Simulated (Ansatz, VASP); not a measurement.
# Ga3Cl: VASP beside Ansatz

Contents of INCAR:

```
SYSTEM = Ga3Cl
ALGO     = Normal         ! electronic algorithm
EDIFF    = 1E-7           ! SCF threshold, eV
EDIFFG   = -0.01          ! ionic threshold
ENCUT    = 600            ! plane-wave cutoff, eV
GGA      = PE             ! functional
IBRION   = 2              ! ionic algorithm
ISIF     = 3              ! what is computed and relaxed
ISMEAR   = 0              ! smearing method
LASPH    = .TRUE.         ! aspherical terms in the spheres
LCHARG   = .FALSE.        ! write CHGCAR
LREAL    = .FALSE.        ! projectors in reciprocal space
LWAVE    = .FALSE.        ! write WAVECAR
NELM     = 60             ! most SCF steps
NSW      = 100            ! ionic steps
PREC     = Accurate       ! precision mode
SIGMA    = 0.1            ! smearing width, eV
```

Contents of KPOINTS:

```
k-points
0
G
  10 10 10
  0 0 0
```

File POSCAR:

```
Ga3Cl
1.0
    4.5155350211      0.0000000000      0.0000000000
    0.0000000000      4.5155350211      0.0000000000
    0.0000000000      0.0000000000      4.5155350211
Ga Cl
3 1
Direct
    0.0000000000      0.5000000000      0.5000000000
    0.5000000000      0.0000000000      0.5000000000
    0.5000000000      0.5000000000      0.0000000000
    0.0000000000      0.0000000000      0.0000000000
```

Input for Ansatz:

```yaml
crystal:
  lattice:
    - [4.5155350211, 0.0, 0.0]
    - [0.0, 4.5155350211, 0.0]
    - [0.0, 0.0, 4.5155350211]
  atoms:
    - { symbol: Ga, position: [0.0, 0.5, 0.5] }
    - { symbol: Ga, position: [0.5, 0.0, 0.5] }
    - { symbol: Ga, position: [0.5, 0.5, 0.0] }
    - { symbol: Cl, position: [0.0, 0.0, 0.0] }
basis:
  ecutwfc: 420
kpoints:
  mp_grid: { grid: [10, 10, 10] }
hamiltonian:
  xc: pbe
scf:
  occupations: { method: gaussian, width: 0.1 }
output:
  forces: true
  stress: true
  eigenvalues: true
relax:
  adjacent_minimum: "off"
  f_tol: 0.01
  max_steps: 80
  cell: { stress_tol: 0.05 }
```

Alike in both runs: task relaxation of cell and atoms; functional PBE; k mesh 10 × 10 × 10; occupations gaussian, width 0.1 eV; no spin polarisation.

|  | VASP | Ansatz |
| --- | --- | --- |
| version | VASP 6.6.1 | Ansatz 0.2.0 |
| potentials or method | VASP PAW PBE potentials, release 64 (Ga_d, Cl), cutoff 600 eV | scalar-relativistic, plane waves, PAW |
| valence electrons in the cell | 46 | 46 |

VASP gave:

```
gap on the k mesh at the Fermi level, each at its own relaxed structure (eV) : none
relaxed volume (Å³/atom)                                                     : 22.32
relaxed cell length with the largest relative difference (Å)                 : 4.469
```

Problem. Which values does Ansatz return?

Solution. gap on the k mesh at the Fermi level, each at its own relaxed structure (eV): none; relaxed volume (Å³/atom): 22.31; relaxed cell length with the largest relative difference (Å): 4.469.

A gap of «none» marks a metal or a gap that the smearing closes.
